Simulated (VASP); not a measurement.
# MoS2 (R3m) in VASP: notebook

The runs below take MoS2 through single point, with PBE+D3(BJ).

All numbers are computed with VASP 6.6.1; they aren't measurements. Logs are shortened: lines on timing, memory, paths and dates and some standing lists are left out, and cuts for length are marked.

## 1. The cell of the first run

The structure is trigonal, space group R3m (No. 160). The conventional cell has a = 3.019 Å, b = 3.019 Å, c = 20.670 Å, α = 90.00°, β = 90.00°, γ = 120.00°. Mo (site symmetry 3m) has 6 S at 2.50 Å and 6 Mo at 3.02 Å within 3.3 Å. Within 3.3 Å of S (site symmetry 3m) lie 3 Mo at 2.50 Å and 6 S at 3.02 Å. S (site symmetry 3m) has 3 Mo at 2.50 Å and 6 S at 3.02 Å within 3.3 Å.

## 2. Single point, PBE+D3(BJ) (18.13 Å³/atom)

The input, INCAR:

```
SYSTEM = MoS2
ALGO     = Normal         ! electronic algorithm
EDIFF    = 1E-6           ! SCF threshold, eV
ENCUT    = 520            ! plane-wave cutoff, eV
GGA      = PE             ! functional
ISIF     = 2              ! what is computed and relaxed
ISMEAR   = 0              ! smearing method
IVDW     = 12             ! dispersion correction
LASPH    = .TRUE.         ! aspherical terms in the spheres
LCHARG   = .FALSE.        ! write CHGCAR
LREAL    = .FALSE.        ! projectors in reciprocal space
LWAVE    = .FALSE.        ! write WAVECAR
NBANDS   = 20             ! bands
NELM     = 60             ! most SCF steps
PREC     = Accurate       ! precision mode
SIGMA    = 0.05           ! smearing width, eV
```

The input, KPOINTS:

```
k-points
0
G
  12 12 12
  0 0 0
```

The input, POSCAR:

```
MoS2
1.0
    1.5097093489      0.8716310990      6.8899108793
   -1.5097093489      0.8716310990      6.8899108793
    0.0000000000     -1.7432621980      6.8899108793
Mo S
1 2
Direct
    0.0000172156      0.0000172156      0.0000172156
    0.7535368444      0.7535368444      0.7535368444
    0.5797459400      0.5797459400      0.5797459400
```

Potentials or basis: VASP PAW PBE potentials, release 64 (Mo_sv, S).

On the command line:

```
> cat potpaw_PBE.64/Mo_sv/POTCAR potpaw_PBE.64/S/POTCAR > POTCAR
> mpirun -np 1 vasp_std > vasp.out
```

OUTCAR:

```text
SYSTEM = MoS2
   EDIFF = 1E-6
   ENCUT = 520
   GGA = PE
   ISIF = 2
   ISMEAR = 0
   IVDW = 12
   LASPH = .TRUE.
   LREAL = .FALSE.
   NELM = 60
   PREC = Accurate
 IVDW          = 12

 ion  position               nearest neighbor table
   1  0.000  0.000  0.000-   2 2.50   2 2.50   2 2.50   3 2.50   3 2.50   3 2.50
   2  0.754  0.754  0.754-   1 2.50   1 2.50   1 2.50
   3  0.580  0.580  0.580-   1 2.50   1 2.50   1 2.50

  LATTYP: Found a trigonal (rhomboedric) cell.
 ALAT       =     7.1070271574
 COS(alpha) =     0.9097513458

  Lattice vectors:

 A1 = (   1.5097093489,   0.8716310990,   6.8899108793)
 A2 = (  -1.5097093489,   0.8716310990,   6.8899108793)
 A3 = (   0.0000000000,  -1.7432621980,   6.8899108793)

Analysis of symmetry for initial positions (statically):
=====================================================================
 Subroutine PRICEL returns:
 Original cell was already a primitive cell.

 Routine SETGRP: Setting up the symmetry group for a
 trigonal (rhombohedral) supercell.

 Subroutine GETGRP returns: Found  6 space group operations
 (whereof  6 operations were pure point group operations)
 out of a pool of 12 trial point group operations.

The static configuration has the point symmetry C_3v.

Analysis of symmetry for dynamics (positions and initial velocities):
=====================================================================
 Subroutine PRICEL returns:
 Original cell was already a primitive cell.

 Routine SETGRP: Setting up the symmetry group for a
 trigonal (rhombohedral) supercell.

 Subroutine GETGRP returns: Found  6 space group operations
 (whereof  6 operations were pure point group operations)
 out of a pool of 12 trial point group operations.

The dynamic configuration has the point symmetry C_3v.

 Subroutine INISYM returns: Found  6 space group operations
 (whereof  6 operations are pure point group operations),
 and found     1 'primitive' translations

----------------------------------------------------------------------------------------

                                     Primitive cell

  volume of cell :      54.3990

  direct lattice vectors                    reciprocal lattice vectors
     1.509709349  0.871631099  6.889910879     0.331189577  0.191212391  0.048379919
    -1.509709349  0.871631099  6.889910879    -0.331189577  0.191212391  0.048379919
[... 85 lines left out ...]
   ENCUT  =  520.0 eV  38.22 Ry    6.18 a.u.  13.21 13.21 13.21*2*pi/ulx,y,z
   NELM   =     60;   NELMIN=  2; NELMDL= -5     # of ELM steps
   EDIFF  = 0.1E-05   stopping-criterion for ELM
   LREAL  =      F    real-space projection
   EDIFFG = 0.1E-04   stopping-criterion for IOM
   NSW    =      0    number of steps for IOM
   IBRION =     -1    ionic relax: 0-MD 1-quasi-New 2-CG
   NFREE  =      0    steps in history (QN), initial steepest desc. (CG)
   ISIF   =      2    stress and relaxation
   ISYM   =      2    0-nonsym 1-usesym 2-fastsym
   POTIM  = 0.5000    time-step for ionic-motion
   TEBEG  =    0.0;   TEEND  =   0.0 temperature during run
   PSTRESS=    0.0 pullay stress
   NELECT =      26.0000    total number of electrons
   NUPDOWN=      -1.0000    fix difference up-down
   EMIN   =  10.00;   EMAX   =-10.00  energy-range for DOS
   EFERMI =   0.00;   METHOD = LEGACY
   ISMEAR =     0;   SIGMA  =   0.05  broadening in eV -4-tet -1-fermi 0-gaus
   EFERMI_NEDOS =   21; number of points for ismear=-14 and -15
   IALGO  =     38    algorithm
   IMIX   =      4    mixing-type and parameters
     AMIX     =   0.40;   BMIX     =  1.00
     AMIX_MAG =   1.60;   BMIX_MAG =  1.00
  volume/ion in A,a.u.               =      18.13       122.37
  Fermi-wavevector in a.u.,A,eV,Ry     =   1.279977  2.418807 22.290999  1.638342
  Thomas-Fermi vector in A             =   2.412432
   LORBIT       =      0    0 simple, 1 ext, 2 COOP (PROOUT), +10 PAW based schemes
   GGA     = PE    functional components
   LHFCALC =     F    Hartree Fock is set to
   AEXX    =    0.0000 exact exchange contribution
   IVDW    =    12    specifies the selected vdW correction
   LEPSILON=     F    determine dielectric tensor
   LRPA    =     F    only Hartree local field effects (RPA)
 non-spin polarized calculation
 Gauss-broadening in eV      SIGMA  =   0.05
  energy-cutoff  :      520.00
  volume of cell :       54.40
 maximum number of plane-waves:      1492
 NGX is ok and might be reduce to    54
   NGX = 27   NGY = 27   NGZ = 27

 number of electron      25.9999999 magnetization

 Free energy of the ion-electron system (eV)
  ---------------------------------------------------
  ext. energy  EPLUGINS =         0.00000000
  ---------------------------------------------------
  free energy    TOTEN  =       -21.06681364 eV

  energy without entropy =      -21.06681364  energy(sigma->0) =      -21.06681364

 E-fermi :   7.0240     XC(G=0): -10.7691

 val. band max:        6.7090321739   @ k =  -0.1667   0.5000   0.1667
 cond. band min:       7.4649322477   @ k =  -0.1667   0.1667   0.0000
 fundamental gap:      0.7559000738
 Fermi energy:         7.0240113708

 k-point     1 :       0.0000    0.0000    0.0000
  band No.  band energies     occupation
      1     -54.1556      2.00000
      2     -28.3390      2.00000
      3     -27.9060      2.00000
      4     -27.9060      2.00000
      5      -7.5763      2.00000
      6      -6.5575      2.00000
[... 541 lines left out ...]
     19      15.4594      0.00000
     20      16.1136      0.00000

 [... further k-points ...]

------------------------ aborting loop because EDIFF is reached ----------------------------------------

 Edisp (eV)   -1.25322

 E8    (eV) :    -0.5064

  FORCE on cell =-STRESS in cart. coord.  units (eV):
  Direction    XX          YY          ZZ          XY          YZ          ZX
  --------------------------------------------------------------------------------------
  -------------------------------------------------------------------------------------
  Total       1.02933     1.02933   -10.37703     0.00000     0.00000     0.00000
  in kB      30.31619    30.31619  -305.62767     0.00000     0.00000     0.00000
  external pressure =      -81.67 kB  Pullay stress =        0.00 kB

 VOLUME and BASIS-vectors are now :
 -----------------------------------------------------------------------------
  energy-cutoff  :      520.00
  volume of cell :       54.40
      direct lattice vectors                 reciprocal lattice vectors
     1.509709349  0.871631099  6.889910879     0.331189577  0.191212391  0.048379919
    -1.509709349  0.871631099  6.889910879    -0.331189577  0.191212391  0.048379919
     0.000000000 -1.743262198  6.889910879     0.000000000 -0.382424782  0.048379919

 POSITION                                       TOTAL-FORCE (eV/Angst)
 -----------------------------------------------------------------------------------
      0.00000      0.00000      0.00036         0.000000      0.000000     -0.006734
      0.00000      0.00000     15.57541         0.000000      0.000000     -2.680082
      0.00000      0.00000     11.98319         0.000000     -0.000000      2.686816
 -----------------------------------------------------------------------------------
    total drift:                                0.000000     -0.000000      0.000085

  FREE ENERGIE OF THE ION-ELECTRON SYSTEM (eV)
  ---------------------------------------------------
  free  energy   TOTEN  =       -22.3200329491 eV

  energy  without entropy=      -22.3200329491  energy(sigma->0) =      -22.32003295
```

OSZICAR:

```text
N       E                     dE             d eps       ncg     rms          rms(c)
DAV:   1     0.181051301282E+03    0.18105E+03   -0.13446E+04  7576   0.123E+03
DAV:   2    -0.150054600924E+02   -0.19606E+03   -0.19033E+03  9296   0.313E+02
DAV:   3    -0.223801809522E+02   -0.73747E+01   -0.72688E+01  9216   0.563E+01
DAV:   4    -0.224746494095E+02   -0.94468E-01   -0.94398E-01  9288   0.671E+00
DAV:   5    -0.224761750961E+02   -0.15257E-02   -0.15256E-02  9436   0.828E-01    0.207E+01
DAV:   6    -0.218292673382E+02    0.64691E+00   -0.13743E+01  8452   0.200E+01    0.884E+00
DAV:   7    -0.212805922924E+02    0.54868E+00   -0.82236E+00  7788   0.140E+01    0.552E+00
DAV:   8    -0.210671839564E+02    0.21341E+00   -0.10485E+00  8328   0.555E+00    0.184E+00
DAV:   9    -0.210697580134E+02   -0.25741E-02   -0.55639E-02  9188   0.144E+00    0.842E-01
DAV:  10    -0.210667105405E+02    0.30475E-02   -0.18381E-02  8556   0.873E-01    0.168E-01
DAV:  11    -0.210668030469E+02   -0.92506E-04   -0.60009E-04  8732   0.166E-01    0.524E-02
DAV:  12    -0.210667976315E+02    0.54154E-05   -0.61924E-05  8852   0.483E-02    0.382E-02
DAV:  13    -0.210668146067E+02   -0.16975E-04   -0.48980E-05  8044   0.444E-02    0.165E-02
DAV:  14    -0.210668136428E+02    0.96398E-06   -0.60755E-06  8988   0.158E-02
   1 F= -.22320033E+02 E0= -.22320033E+02  d E =-.221754E-20
```

stdout:

```text
POSCAR found type information on POSCAR MoS
 POSCAR found :  2 types and       3 ions
 scaLAPACK will be used
 LDA part: xc-table for (Slater+PW92), standard interpolation
 POSCAR, INCAR and KPOINTS ok, starting setup
 FFT: planning ... GRIDC
 FFT: planning ... GRID_SOFT
 FFT: planning ... GRID
 WAVECAR not read
 entering main loop
```

Run time: 26 min. Hardware: 1 thread of Intel Xeon 8259CL, shared host; peak memory 0.45 GiB.

Results:

```yaml
Free_energy: -22.3200 eV
Pressure: -8.2 GPa
Largest_force: 2.687 eV/Å
Band_gap_on_the_k_mesh: 0.76 eV (least direct gap 1.29 eV)
Dispersion_energy_per_atom: -0.418 eV
```

Forces on the atoms (eV/Å):
```
Mo   0.000  0.000 -0.007
S    0.000  0.000 -2.680
S    0.000  0.000  2.687
```

Caveat: the stress differs along the axes, from -31 to 3 GPa; semilocal functionals underestimate gaps, and a narrow one can read as zero; forces of over 1 eV/Å act on the atoms, so gaps and moduli don't describe the material at rest.

## 3. Single point, PBE+D3(BJ) (18.13 Å³/atom)

The input, INCAR:

```
PREC = Accurate
ENCUT = 520
EDIFF = 1E-6
ISMEAR = 0
SIGMA = 0.05
LREAL = F
LASPH = T
NELM = 100
ALGO = Normal
ISIF = 2
LWAVE = F
LCHARG = F
GGA = PE
IVDW = 12
NBANDS = 20
```

The input, KPOINTS:

```
Automatic mesh
0
Gamma
  12 12 12
```

The input, POSCAR:

```
MoS2
1.0
    1.5720127235      0.9076019691      6.3545994327
   -1.5720127235      0.9076019691      6.3545994327
    0.0000000000     -1.8152039382      6.3545994327
Mo S
1 2
Direct
    0.0000172156      0.0000172156      0.0000172156
    0.7535368444      0.7535368444      0.7535368444
    0.5797459400      0.5797459400      0.5797459400
```

Potentials or basis: VASP PAW PBE potentials, release 64 (Mo_sv, S).

On the command line:

```
> cat potpaw_PBE.64/Mo_sv/POTCAR potpaw_PBE.64/S/POTCAR > POTCAR
> mpirun -np 1 vasp_std > vasp.out
```

Run time: 23 min. Hardware: 1 thread of Intel Xeon 8259CL, shared host; peak memory 0.44 GiB.

It converged, with:

```yaml
Free_energy: -22.9359 eV
Pressure: -7.9 GPa
Largest_force: 1.460 eV/Å
Band_gap_on_the_k_mesh: 1.03 eV (least direct gap 1.92 eV)
Dispersion_energy_per_atom: -0.417 eV
```

Forces on the atoms (eV/Å):
```
Mo   0.000  0.000 -0.003
S    0.000  0.000 -1.457
S    0.000  0.000  1.460
```

Stress tensor (GPa, compression positive):
```
 -4.09   0.00   0.00
  0.00  -4.09   0.00
  0.00   0.00 -15.53
```

Levels at points of the mesh, in eV from the valence-band top:
```csv
k point,band 9,band 10,band 11,band 12,band 13,band 14,band 15,band 16,band 17,band 18
"(0.00, 0.00, 0.00)",-2.36,-1.35,-1.35,-1.14,-1.11,2.47,2.47,2.62,2.62,6.08
"(0.50, 0.00, 0.00)",-4.37,-3.08,-2.18,-1.07,-0.83,2.20,2.37,3.52,3.70,5.65
"(0.50, 0.50, 0.00)",-4.08,-3.00,-2.71,-1.04,-0.87,2.16,2.54,3.24,3.92,6.32
"(0.50, 0.50, 0.50)",-2.38,-2.38,-1.32,-1.32,0.00,2.49,2.49,2.58,2.58,6.37
```

Caveat: the stress differs along the axes, from -16 to -4 GPa; forces of over 1 eV/Å act on the atoms, so gaps and moduli don't describe the material at rest.
